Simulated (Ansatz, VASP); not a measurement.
**HfN in VASP and in Ansatz**

The input POSCAR:

```
HfN
1.0
    3.2386301157      0.0000000000      0.0000000000
   -1.6193150578      2.8047359537      0.0000000000
    0.0000000000      0.0000000000      5.5066236440
Hf N
2 2
Direct
    0.6666666667      0.3333333333      0.7500000000
    0.3333333333      0.6666666667      0.2500000000
    0.0000000000      0.0000000000      0.0000000000
    0.0000000000      0.0000000000      0.5000000000
```

Contents of INCAR.step1:

```
PREC     = Accurate       # precision mode
ENCUT    = 520            # plane-wave cutoff, eV
ISMEAR   = 0              # smearing method
SIGMA    = 0.15           # smearing width, eV
LREAL    = F              # projectors in reciprocal space
LASPH    = T              # aspherical terms in the spheres
NELM     = 80             # most SCF steps
NBANDS   = 23             # bands
GGA      = PE             # functional
ALGO     = Normal         # electronic algorithm
EDIFF    = 1E-4           # SCF threshold, eV
LWAVE    = T              # write WAVECAR
LCHARG   = F              # write CHGCAR
```

Contents of INCAR.step2:

```
PREC     = Accurate       # precision mode
ENCUT    = 520            # plane-wave cutoff, eV
EDIFF    = 1E-6           # SCF threshold, eV
ISMEAR   = 0              # smearing method
SIGMA    = 0.15           # smearing width, eV
LREAL    = F              # projectors in reciprocal space
LASPH    = T              # aspherical terms in the spheres
NELM     = 80             # most SCF steps
ALGO     = Normal         # electronic algorithm
ISIF     = 2              # what is computed and relaxed
LWAVE    = F              # write WAVECAR
LCHARG   = F              # write CHGCAR
METAGGA  = R2SCAN         # meta-GGA
LMIXTAU  = T            
NBANDS   = 23             # bands
ISTART   = 1
```

File KPOINTS:

```
regular mesh
0
Gamma
  18 18 10
```

Input for Ansatz:

```yaml
crystal:
  lattice:
    - [3.2386301157, 0.0, 0.0]
    - [-1.6193150578, 2.8047359537, 0.0]
    - [0.0, 0.0, 5.506623644]
  atoms:
    - { symbol: Hf, position: [0.6666666667, 0.3333333333, 0.75] }
    - { symbol: Hf, position: [0.3333333333, 0.6666666667, 0.25] }
    - { symbol: "N", position: [0.0, 0.0, 0.0] }
    - { symbol: "N", position: [0.0, 0.0, 0.5] }
basis:
  ecutwfc: 500
kpoints:
  mp_grid: { grid: [18, 18, 10] }
hamiltonian:
  xc: r2scan
scf:
  occupations: { method: gaussian, width: 0.15 }
output:
  forces: true
  stress: true
  eigenvalues: true
```

Change from the starting cell: strain +0.030 along x and y, +0.015 along z, atoms carried along.

Alike in both runs: task single point; functional r2SCAN; k mesh 18 × 18 × 10; occupations gaussian, width 0.15 eV; no spin polarisation.

|  | VASP | Ansatz |
| --- | --- | --- |
| version | VASP 6.6.1 | Ansatz 0.2.0 |
| potentials or method | VASP PAW PBE potentials, release 64 (Hf_pv, N), cutoff 520 eV | scalar-relativistic, plane waves, PAW |
| valence electrons in the cell | 30 | 62 |

|  | VASP | Ansatz | Ansatz less VASP |
| --- | --- | --- | --- |
| gap on the k mesh at the Fermi level (eV) | none | none | - |
| pressure (GPa) | -19.9 | -17.6 | +2.31 |
| traceless stress, the component that is largest in VASP (GPa) | 4.33 | 4.20 | -0.127 |

VASP's potentials were made for PBE, not for r2SCAN. A gap of «none» marks a metal or a gap that the smearing closes. With one functional, cell and mesh, what is left measures potentials, basis and numerics. VASP's potentials hold 30 valence electrons a cell and Ansatz's 62, so a difference there can come from the potentials and not from the codes.

Spin-orbit coupling is off throughout.
